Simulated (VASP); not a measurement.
Crystal: CuO.

```xyz
4
Lattice="0.1896 -2.1723 -2.0431 -2.0197 0.1063 -1.9598 2.3832 2.2858 -4.3894" Properties=species:S:1:pos:R:3 pbc="T T T"
Cu    0.1715    0.1749   -4.1029
Cu   -1.7484   -1.9559   -4.0297
O     0.4097    0.0276   -6.3425
O     0.1667    0.0172   -2.1166
```

Program: VASP 6.6.1. Alike in all runs: task single point; no spin polarisation; cell as given; cutoff (eV) 520; smearing fermi-dirac 0.05 eV.

Problem. Order these runs on this cell by their pressure, lowest first.
A. level PBE; potentials or basis VASP PAW PBE potentials, release 64 (Cu, O); k mesh 4 × 5 × 3
B. level LDA+U; potentials or basis VASP PAW LDA potentials, release 64 (Cu, O); U Cu d U = 4.5 eV; k mesh 10 × 10 × 5
C. level r2SCAN+U; potentials or basis VASP PAW PBE potentials, release 64 (Cu, O); U Cu d U = 2.0 eV; k mesh 10 × 10 × 5

Solution. B (-21.0 GPa), C (-11.4 GPa), A (-3.5 GPa).

Caveats: some runs use coarse meshes; U without spin polarisation on a metal has little footing (some runs); the PAW data sets were made with another functional, which shifts forces and pressure a little (some runs).
